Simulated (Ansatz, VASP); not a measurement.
**W in VASP and in Ansatz**

```xyz
1
Lattice="0.0000 2.0681 2.0681 2.0300 0.0381 2.0300 2.0300 2.0300 0.0381" Properties=species:S:1:pos:R:3 pbc="T T T"
W     0.0000    0.0000    0.0000
```

Change from the starting cell: strain +0.0375 x Voigt [0, 0, 0, 1, 0, 0], atoms carried along.

Alike in both runs: task single point; functional PBEsol; k mesh 20 × 20 × 20; occupations gaussian, width 0.15 eV; no spin polarisation.

|  | VASP | Ansatz |
| --- | --- | --- |
| version | VASP 6.6.1 | Ansatz 0.2.0 |
| potentials or method | VASP PAW PBE potentials, release 64 (W_sv), cutoff 520 eV | scalar-relativistic, plane waves, PAW |
| valence electrons in the cell | 14 | 14 |

|  | VASP | Ansatz | Ansatz less VASP |
| --- | --- | --- | --- |
| gap on the k mesh at the Fermi level (eV) | none | none | - |
| pressure (GPa) | -11.9 | -12.3 | -0.41 |
| traceless stress, the component that is largest in VASP (GPa) | 4.01 | 3.99 | -0.026 |

VASP's potentials were made for PBE, not for PBEsol. A gap of «none» marks a metal or a gap that the smearing closes.

Spin-orbit coupling is off throughout.
